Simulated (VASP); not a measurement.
# W (Im-3m) in VASP: a series of runs

The runs below take W through single point, relaxation of cell and atoms, with PBEsol.

Program: VASP 6.6.1. These are calculated values, not measurements. Logs are shortened: lines on timing, memory, paths and dates and some standing lists are left out, and cuts for length are marked.

### 1 The cell of the first run

The structure is cubic, space group Im-3m (No. 229). Conventional cell: a = 3.154 Å, b = 3.154 Å, c = 3.154 Å, α = 90.00°, β = 90.00°, γ = 90.00°. W (site symmetry m-3m) has 14 W at 2.73 to 3.15 Å within 3.6 Å.

### 2 Single point, PBEsol

Input file INCAR:

```
  ALGO = Normal
  EDIFF = 1E-6
  ENCUT = 520
  GGA = PS
  ISIF = 2
  ISMEAR = 0
  LASPH = True
  LCHARG = True
  LELF = True
  LREAL = False
  LVHAR = True
  LWAVE = False
  NBANDS = 21
  NELM = 100
  PREC = Accurate
  SIGMA = 0.05
```

Input file KPOINTS:

```
k-points
0
Gamma
  8 8 8
```

Input file POSCAR:

```
W
1.0
    3.1536102685      0.0000000000      0.0000000000
    0.0000000000      3.1536102685      0.0000000000
    0.0000000000      0.0000000000      3.1536102685
W
2
Direct
    0.0000000000      0.0000000000      0.0000000000
    0.5000000000      0.5000000000      0.5000000000
```

Potentials or basis: VASP PAW PBE potentials, release 64 (W_sv).

On the command line:

```console
> cat potpaw_PBE.64/W_sv/POTCAR > POTCAR
> mpirun -np 1 vasp_std > vasp.out
```

OUTCAR:

```text
EDIFF = 1E-6
   ENCUT = 520
   GGA = PS
   ISIF = 2
   ISMEAR = 0
   LASPH = True
   LREAL = False
   NELM = 100
   PREC = Accurate

 ion  position               nearest neighbor table
   1  0.000  0.000  0.000-   2 2.73   2 2.73   2 2.73   2 2.73   2 2.73   2 2.73   2 2.73   2 2.73

   2  0.500  0.500  0.500-   1 2.73   1 2.73   1 2.73   1 2.73   1 2.73   1 2.73   1 2.73   1 2.73

  LATTYP: Found a simple cubic cell.
 ALAT       =     3.1536102685

  Lattice vectors:

 A1 = (   3.1536102685,   0.0000000000,   0.0000000000)
 A2 = (   0.0000000000,   3.1536102685,   0.0000000000)
 A3 = (   0.0000000000,   0.0000000000,   3.1536102685)

Analysis of symmetry for initial positions (statically):
=====================================================================
 Subroutine PRICEL returns following result:

  LATTYP: Found a body centered cubic cell.
 ALAT       =     3.1536102685

  Lattice vectors:

 A1 = (   1.5768051343,   1.5768051343,  -1.5768051342)
 A2 = (  -1.5768051343,   1.5768051342,   1.5768051342)
 A3 = (   1.5768051343,  -1.5768051342,   1.5768051343)

   2 primitive cells build up your supercell.

 Routine SETGRP: Setting up the symmetry group for a
 simple cubic supercell.

 Subroutine GETGRP returns: Found 48 space group operations
 (whereof 48 operations were pure point group operations)
 out of a pool of 48 trial point group operations.

The static configuration has the point symmetry O_h .

Analysis of symmetry for dynamics (positions and initial velocities):
=====================================================================
 Subroutine PRICEL returns following result:

  LATTYP: Found a body centered cubic cell.
 ALAT       =     3.1536102685

  Lattice vectors:

 A1 = (   1.5768051343,   1.5768051343,  -1.5768051342)
 A2 = (  -1.5768051343,   1.5768051342,   1.5768051342)
 A3 = (   1.5768051343,  -1.5768051342,   1.5768051343)

   2 primitive cells build up your supercell.

 Routine SETGRP: Setting up the symmetry group for a
 simple cubic supercell.

 Subroutine GETGRP returns: Found 48 space group operations
 (whereof 48 operations were pure point group operations)
 out of a pool of 48 trial point group operations.

[... 82 lines left out ...]
   total plane-waves  NPLWV =  13824
   dimension x,y,z NGX =    24 NGY =   24 NGZ =   24
   dimension x,y,z NGXF=    48 NGYF=   48 NGZF=   48
   ions per type =               2
   NGX,Y,Z   is equivalent  to a cutoff of  12.65, 12.65, 12.65 a.u.
   NGXF,Y,Z  is equivalent  to a cutoff of  25.30, 25.30, 25.30 a.u.
 SYSTEM =  unknown system
   PREC   = accura    normal or accurate (medium, high low for compatibility)
   ISTART =      0    job   : 0-new  1-cont  2-samecut
   ICHARG =      2    charge: 1-file 2-atom 10-const
   ISPIN  =      1    spin polarized calculation?
   LNONCOLLINEAR =      F non collinear calculations
   LSORBIT =      F    spin-orbit coupling
   LASPH  =      T    aspherical Exc in radial PAW
   ENCUT  =  520.0 eV  38.22 Ry    6.18 a.u.   5.86  5.86  5.86*2*pi/ulx,y,z
   NELM   =    100;   NELMIN=  2; NELMDL= -5     # of ELM steps
   EDIFF  = 0.1E-05   stopping-criterion for ELM
   LREAL  =      F    real-space projection
   EDIFFG = 0.1E-04   stopping-criterion for IOM
   NSW    =      0    number of steps for IOM
   IBRION =     -1    ionic relax: 0-MD 1-quasi-New 2-CG
   NFREE  =      0    steps in history (QN), initial steepest desc. (CG)
   ISIF   =      2    stress and relaxation
   ISYM   =      2    0-nonsym 1-usesym 2-fastsym
   POTIM  = 0.5000    time-step for ionic-motion
   TEBEG  =    0.0;   TEEND  =   0.0 temperature during run
   PSTRESS=    0.0 pullay stress
   NELECT =      28.0000    total number of electrons
   NUPDOWN=      -1.0000    fix difference up-down
   EMIN   =  10.00;   EMAX   =-10.00  energy-range for DOS
   EFERMI =   0.00;   METHOD = LEGACY
   ISMEAR =     0;   SIGMA  =   0.05  broadening in eV -4-tet -1-fermi 0-gaus
   EFERMI_NEDOS =   21; number of points for ismear=-14 and -15
   IALGO  =     38    algorithm
   IMIX   =      4    mixing-type and parameters
     AMIX     =   0.40;   BMIX     =  1.00
     AMIX_MAG =   1.60;   BMIX_MAG =  1.00
  volume/ion in A,a.u.               =      15.68       105.83
  Fermi-wavevector in a.u.,A,eV,Ry     =   1.576351  2.978871 33.808862  2.484881
  Thomas-Fermi vector in A             =   2.677197
   LORBIT       =      0    0 simple, 1 ext, 2 COOP (PROOUT), +10 PAW based schemes
   GGA     = PS    functional components
   LHFCALC =     F    Hartree Fock is set to
   AEXX    =    0.0000 exact exchange contribution
   IVDW    =     0    specifies the selected vdW correction
   LEPSILON=     F    determine dielectric tensor
   LRPA    =     F    only Hartree local field effects (RPA)
 non-spin polarized calculation
 Gauss-broadening in eV      SIGMA  =   0.05
  energy-cutoff  :      520.00
  volume of cell :       31.36
 maximum number of plane-waves:       860
 NGX is ok and might be reduce to    24
   NGX = 11   NGY = 11   NGZ = 11

 number of electron      28.0000003 magnetization

 Free energy of the ion-electron system (eV)
  ---------------------------------------------------
  ext. energy  EPLUGINS =         0.00000000
  ---------------------------------------------------
  free energy    TOTEN  =       -27.60733079 eV

  energy without entropy =      -27.60450337  energy(sigma->0) =      -27.60591708

 E-fermi :  11.5022     XC(G=0): -13.8218

 val. band max:       11.4969875046   @ k =   0.1250   0.1250   0.1250
 cond. band min:      11.5426407378   @ k =   0.2500   0.2500   0.0000
 fundamental gap:      0.0456532332
 Fermi energy:        11.5021804695

 k-point     1 :       0.0000    0.0000    0.0000
  band No.  band energies     occupation
      1     -62.6975      2.00000
      2     -62.4511      2.00000
      3     -27.1765      2.00000
      4     -27.1765      2.00000
      5     -27.1765      2.00000
      6     -26.2393      2.00000
[... 565 lines left out ...]
     20      18.0513      0.00000
     21      22.4757      0.00000

 [... further k-points ...]
[... 5 lines left out ...]
  --------------------------------------------------------------------------------------
  -------------------------------------------------------------------------------------
  Total        0.1281869      0.1281869      0.1281869      0.0000000      0.0000000      0.0000000
  in kB        6.5483217      6.5483217      6.5483217      0.0000000      0.0000000      0.0000000
  external PRESSURE =       6.5483217 kB  Pullay stress =       0.0000000 kB

 VOLUME and BASIS-vectors are now :
 -----------------------------------------------------------------------------
  energy-cutoff  :      520.00
  volume of cell :       31.36
      direct lattice vectors                 reciprocal lattice vectors
     3.153610269  0.000000000  0.000000000     0.317096887  0.000000000  0.000000000
     0.000000000  3.153610269  0.000000000     0.000000000  0.317096887  0.000000000
     0.000000000  0.000000000  3.153610269     0.000000000  0.000000000  0.317096887

 POSITION                                       TOTAL-FORCE (eV/Angst)
 -----------------------------------------------------------------------------------
      0.00000      0.00000      0.00000         0.000000      0.000000      0.000000
      1.57681      1.57681      1.57681        -0.000000     -0.000000     -0.000000
 -----------------------------------------------------------------------------------
    total drift:                                0.000000      0.000000     -0.000000

  FREE ENERGIE OF THE ION-ELECTRON SYSTEM (eV)
  ---------------------------------------------------
  free  energy   TOTEN  =       -27.6073307872 eV

  energy  without entropy=      -27.6045033714  energy(sigma->0) =      -27.60591708
```

OSZICAR:

```text
N       E                     dE             d eps       ncg     rms          rms(c)
DAV:   1     0.266516736589E+03    0.26652E+03   -0.15658E+04  1478   0.155E+03
DAV:   2    -0.202042611059E+02   -0.28672E+03   -0.27916E+03  1600   0.460E+02
DAV:   3    -0.289015664009E+02   -0.86973E+01   -0.85561E+01  1645   0.788E+01
DAV:   4    -0.289794279606E+02   -0.77862E-01   -0.77845E-01  1628   0.790E+00
DAV:   5    -0.289802095429E+02   -0.78158E-03   -0.78158E-03  1638   0.810E-01    0.312E+01
DAV:   6    -0.279058669552E+02    0.10743E+01   -0.12431E+00  1645   0.107E+01    0.125E+01
DAV:   7    -0.276175789695E+02    0.28829E+00   -0.68083E-01  1657   0.731E+00    0.816E-01
DAV:   8    -0.276076698836E+02    0.99091E-02   -0.12445E-02  1480   0.122E+00    0.173E-01
DAV:   9    -0.276073302036E+02    0.33968E-03   -0.43394E-04  1739   0.175E-01    0.475E-02
DAV:  10    -0.276073299857E+02    0.21793E-06   -0.25716E-05  1555   0.534E-02    0.110E-02
DAV:  11    -0.276073307872E+02   -0.80152E-06   -0.75745E-07  1037   0.736E-03
   1 F= -.27607331E+02 E0= -.27605917E+02  d E =-.282742E-02
```

stdout:

```text
POSCAR found type information on POSCAR W
 POSCAR found :  1 types and       2 ions
 scaLAPACK will be used
 -----------------------------------------------------------------------------
|                                                                             |
|                                                                             |
|     You enforced a specific xc type in the INCAR file but a different       |
|     I HOPE YOU KNOW WHAT YOU ARE DOING!                                     |
|                                                                             |
 -----------------------------------------------------------------------------

 LDA part: xc-table for (Slater+PW92), standard interpolation
 POSCAR, INCAR and KPOINTS ok, starting setup
 FFT: planning ... GRIDC
 FFT: planning ... GRID_SOFT
 FFT: planning ... GRID
 WAVECAR not read
 entering main loop
```

It took 9.6 s on 1 thread of Intel Xeon 6975P-C, shared host; peak memory 0.15 GiB.

What came out:

* Free energy: -27.6073 eV
* Pressure: 0.7 GPa
* Band gap on the k mesh: zero (band 14 reaches 12.16 eV, above the bottom of band 15 at 10.89 eV)

Caveat: the PAW data sets were made with another functional, which shifts forces and pressure a little; spin-orbit coupling is left out, which moves the levels of the heavy elements.

### 3 Relaxation of cell and atoms, PBEsol

This run uses another cell than the first one, of 15.78 Å³/atom, 1.006 times its volume.

Input file INCAR:

```
SYSTEM = W
PREC = Accurate
ENCUT = 600
EDIFF = 1E-7
ISMEAR = 0
SIGMA = 0.05
LREAL = .FALSE.
LASPH = .TRUE.
NELM = 80
ALGO = Normal
ISIF = 3
LWAVE = .FALSE.
LCHARG = .FALSE.
GGA = PS
IBRION = 2
NSW = 80
EDIFFG = -0.02
```

Input file KPOINTS:

```
Automatic mesh
0
G
  8 8 8
  0 0 0
```

Input file POSCAR:

```
W
1.0
    3.1600000000      0.0000000000      0.0000000000
    0.0000000000      3.1600000000      0.0000000000
    0.0000000000      0.0000000000      3.1600000000
W
2
Direct
    0.0000000000      0.0000000000      0.0000000000
    0.5000000000      0.5000000000      0.5000000000
```

Potentials or basis: VASP PAW PBE potentials, release 64 (W_sv).

On the command line:

```console
> cat potpaw_PBE.64/W_sv/POTCAR > POTCAR
> mpirun -np 1 vasp_std > vasp.out
```

OUTCAR:

```text
SYSTEM = W
   PREC = Accurate
   ENCUT = 600
   EDIFF = 1E-7
   ISMEAR = 0
   LREAL = .FALSE.
   LASPH = .TRUE.
   NELM = 80
   ISIF = 3
   GGA = PS
   IBRION = 2
   NSW = 80
   EDIFFG = -0.02

 ion  position               nearest neighbor table
   1  0.000  0.000  0.000-   2 2.74   2 2.74   2 2.74   2 2.74   2 2.74   2 2.74   2 2.74   2 2.74

   2  0.500  0.500  0.500-   1 2.74   1 2.74   1 2.74   1 2.74   1 2.74   1 2.74   1 2.74   1 2.74

  LATTYP: Found a simple cubic cell.
 ALAT       =     3.1600000000

  Lattice vectors:

 A1 = (   3.1600000000,   0.0000000000,   0.0000000000)
 A2 = (   0.0000000000,   3.1600000000,   0.0000000000)
 A3 = (   0.0000000000,   0.0000000000,   3.1600000000)

Analysis of symmetry for initial positions (statically):
=====================================================================
 Subroutine PRICEL returns following result:

  LATTYP: Found a body centered cubic cell.
 ALAT       =     3.1600000000

  Lattice vectors:

 A1 = (   1.5800000000,   1.5800000000,  -1.5800000000)
[... 189 lines left out ...]
  Direction    XX          YY          ZZ          XY          YZ          ZX
  --------------------------------------------------------------------------------------
  -------------------------------------------------------------------------------------
  Total       -0.2395479     -0.2395479     -0.2395479      0.0000000      0.0000000     -0.0000000
  in kB      -12.1630292    -12.1630292    -12.1630292      0.0000000      0.0000000     -0.0000000
  external PRESSURE =     -12.1630292 kB  Pullay stress =       0.0000000 kB
[... 59 lines left out ...]
--------------------------------------- Ionic step        3  -------------------------------------------

 number of electron      27.9999999 magnetization

 Free energy of the ion-electron system (eV)
  ---------------------------------------------------
  ext. energy  EPLUGINS =         0.00000000
  ---------------------------------------------------
  free energy    TOTEN  =       -27.60782898 eV

  energy without entropy =      -27.60492695  energy(sigma->0) =      -27.60637796

 E-fermi :  11.4693     XC(G=0): -13.8088

 val. band max:       11.4637215779   @ k =   0.1250   0.1250   0.1250
 cond. band min:      11.5092638389   @ k =   0.2500   0.2500   0.0000
 fundamental gap:      0.0455422609
 Fermi energy:        11.4693024612

 k-point     1 :       0.0000    0.0000    0.0000
  band No.  band energies     occupation
      1     -62.7333      2.00000
      2     -62.4894      2.00000
      3     -27.2092      2.00000
      4     -27.2092      2.00000
      5     -27.2092      2.00000
      6     -26.2786      2.00000
[... 481 lines left out ...]
      5     -26.7570      2.00000
      6     -26.7570      2.00000
[... 10 lines left out ...]
     17      14.7724      0.00000
     18      14.7724      0.00000

 [... further k-points ...]

------------------------ aborting loop because EDIFF is reached ----------------------------------------

  FORCE on cell =-STRESS in cart. coord.  units (eV):
  Direction    XX          YY          ZZ          XY          YZ          ZX
  --------------------------------------------------------------------------------------
  -------------------------------------------------------------------------------------
  Total       -0.0002866     -0.0002866     -0.0002866      0.0000000     -0.0000000      0.0000000
  in kB       -0.0146081     -0.0146081     -0.0146081      0.0000000     -0.0000000      0.0000000
  external PRESSURE =      -0.0146081 kB  Pullay stress =       0.0000000 kB
[... 17 lines left out ...]
  FREE ENERGIE OF THE ION-ELECTRON SYSTEM (eV)
  ---------------------------------------------------
  free  energy   TOTEN  =       -27.6078289769 eV

  energy  without entropy=      -27.6049269503  energy(sigma->0) =      -27.60637796

 reached required accuracy - stopping structural energy minimisation
```

It took 40 s on 1 thread of Intel Xeon 6975P-C, shared host; peak memory 0.18 GiB.

Results:

```yaml
Free_energy: -27.6078 eV
Relaxed_volume: 15.72 Å³/atom
Relaxed_cell: a = 3.156 Å, b = 3.156 Å, c = 3.156 Å, α = 90.00°, β = 90.00°, γ = 90.00°
Space_group_after_relaxing_to_0.05_Å: Im-3m (No. 229)
Energy_gained_by_relaxing: 0.2 meV/atom
Ionic_steps: 3
Pressure_after_relaxing: 0.0 GPa
Band_gap_on_the_k_mesh: zero (band 14 reaches 12.12 eV, above the bottom of band 15 at 10.86 eV)
```

Step by step:
```csv
step,energy change (eV),largest force (eV/Å),pressure (GPa),volume (Å³)
1,0.0000,0.0000,-1.22,31.55
2,0.0054,0.0000,4.56,31.01
3,-0.0005,0.0000,0.00,31.43
```

Final structure:
```xyz
2
Lattice="3.1560 0.0000 0.0000 0.0000 3.1560 0.0000 0.0000 0.0000 3.1560" Properties=species:S:1:pos:R:3 pbc="T T T"
W     0.0000    0.0000    0.0000
W     1.5780    1.5780    1.5780
```

Levels at points of the mesh, in eV from the Fermi level:
```
           k point  band 12  band 13  band 14  band 15  band 16  band 17
(0.00, 0.00, 0.00)    -1.32    -1.32    -1.32     2.19     2.19     5.17
(0.50, 0.00, 0.00)    -2.95    -0.61    -0.61    -0.61    -0.61     1.30
(0.50, 0.50, 0.00)    -3.69     0.65     0.65     2.09     2.09     3.08
(0.50, 0.50, 0.50)    -3.05    -3.05    -3.05     3.25     3.25     3.25
```

Caveat: the PAW data sets were made with another functional, which shifts forces and pressure a little; spin-orbit coupling is left out, which moves the levels of the heavy elements.
